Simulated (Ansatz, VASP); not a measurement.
# Ta in VASP and in Ansatz

INCAR

```
SYSTEM = Ta
PREC     = Accurate       ! precision mode
ENCUT    = 520            ! plane-wave cutoff, eV
EDIFF    = 1E-6           ! SCF threshold, eV
ISMEAR   = -1             ! smearing method
SIGMA    = 0.15           ! smearing width, eV
LREAL    = .FALSE.        ! projectors in reciprocal space
LASPH    = .TRUE.         ! aspherical terms in the spheres
NELM     = 100            ! most SCF steps
ALGO     = Fast           ! electronic algorithm
ISIF     = 2              ! what is computed and relaxed
LWAVE    = .FALSE.        ! write WAVECAR
LCHARG   = .TRUE.         ! write CHGCAR
GGA      = PS             ! functional
LELF     = .TRUE.         ! ELF
LVHAR    = .TRUE.       
NBANDS   = 12             ! bands
```

The input KPOINTS:

```
Automatic mesh
0
G
  20 20 20
  0 0 0
```

Contents of POSCAR:

```
Ta
1.0
   -1.6527386236      1.6527386236      1.6527386236
    1.6527386236     -1.6527386236      1.6527386236
    1.6527386236      1.6527386236     -1.6527386236
Ta
1
Direct
    0.0000000000      0.0000000000      0.0000000000
```

Input for Ansatz:

```yaml
crystal:
  lattice:
    - [-1.6527386236, 1.6527386236, 1.6527386236]
    - [1.6527386236, -1.6527386236, 1.6527386236]
    - [1.6527386236, 1.6527386236, -1.6527386236]
  atoms:
    - { symbol: Ta, position: [0.0, 0.0, 0.0] }
basis:
  ecutwfc: 420
kpoints:
  mp_grid: { grid: [20, 20, 20] }
hamiltonian:
  xc: pbesol
scf:
  occupations: { method: fermi_dirac, width: 0.15 }
output:
  forces: true
  stress: true
  eigenvalues: true
```

Alike in both runs: task single point; functional PBEsol; k mesh 20 × 20 × 20; occupations fermi-dirac, width 0.15 eV; no spin polarisation.

|  | VASP | Ansatz |
| --- | --- | --- |
| version | VASP 6.6.1 | Ansatz 0.2.0 |
| potentials or method | VASP PAW PBE potentials, release 64 (Ta_pv), cutoff 520 eV | scalar-relativistic, plane waves, PAW |
| valence electrons in the cell | 11 | 13 |

|  | VASP | Ansatz | Ansatz less VASP |
| --- | --- | --- | --- |
| gap on the k mesh at the Fermi level (eV) | none | none | - |
| pressure (GPa) | -3.8 | -3.9 | -0.18 |

VASP's potentials were made for PBE, not for PBEsol. A gap of «none» marks a metal or a gap that the smearing closes. The functional is the same, so the differences come from potentials, cutoffs and numerics. VASP's potentials hold 11 valence electrons a cell and Ansatz's 13, so a difference there can come from the potentials and not from the codes.

Spin-orbit coupling is off throughout.
